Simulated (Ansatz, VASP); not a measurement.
# BN: VASP beside Ansatz

INCAR

```
SYSTEM = BN
PREC = Accurate
ENCUT = 600
EDIFF = 1E-6
ISMEAR = 0
SIGMA = 0.05
LREAL = .FALSE.
LASPH = .TRUE.
NELM = 80
ALGO = Normal
ISIF = 3
LWAVE = .FALSE.
LCHARG = .FALSE.
GGA = PS
IBRION = 2
NSW = 100
EDIFFG = -0.01
```

File KPOINTS:

```
Automatic mesh
0
G
  12 12 6
  0 0 0
```

Contents of POSCAR:

```
BN
1.0
    2.5410113138      0.0000000000      0.0000000000
   -1.2705056569      2.2005803491      0.0000000000
    0.0000000000      0.0000000000      4.2032955032
B N
2 2
Direct
    0.6638250866      0.3472507005      1.0070344723
    0.3304917533      0.6805840338      0.5070344723
    0.6695082467      0.3194159662      0.6179655277
    0.3361749134      0.6527492995      0.1179655277
```

Input for Ansatz:

```yaml
crystal:
  lattice:
    - [2.5410113138, 0.0, 0.0]
    - [-1.2705056569, 2.2005803491, 0.0]
    - [0.0, 0.0, 4.2032955032]
  atoms:
    - { symbol: B, position: [0.6638250866, 0.3472507005, 1.0070344723] }
    - { symbol: B, position: [0.3304917533, 0.6805840338, 0.5070344723] }
    - { symbol: "N", position: [0.6695082467, 0.3194159662, 0.6179655277] }
    - { symbol: "N", position: [0.3361749134, 0.6527492995, 0.1179655277] }
basis:
  ecutwfc: 420
kpoints:
  mp_grid: { grid: [12, 12, 6] }
hamiltonian:
  xc: pbesol
scf:
  occupations: { method: gaussian, width: 0.05 }
output:
  forces: true
  stress: true
  eigenvalues: true
relax:
  adjacent_minimum: "off"
  f_tol: 0.01
  max_steps: 80
  cell: { stress_tol: 0.1 }
```

Change from the starting cell: all B atoms moved 0.1 Å in one direction; relaxed back.

Alike in both runs: task relaxation of cell and atoms; functional PBEsol; k mesh 12 × 12 × 6; occupations gaussian, width 0.05 eV; no spin polarisation.

```csv
,VASP,Ansatz
version,VASP 6.6.1,Ansatz 0.2.0
potentials or method,"VASP PAW PBE potentials, release 64 (B, N), cutoff 600 eV","scalar-relativistic, plane waves, PAW"
valence electrons in the cell,16,16
```

```tsv
	VASP	Ansatz	Ansatz less VASP
gap on the k mesh at the Fermi level, each at its own relaxed structure (eV)	4.95	4.96	+0.018
relaxed volume (Å³/atom)	5.88	5.88	-0.004
relaxed cell length with the largest relative difference (Å)	2.542	2.541	-0.0007
```

VASP's potentials were made for PBE, not for PBEsol.
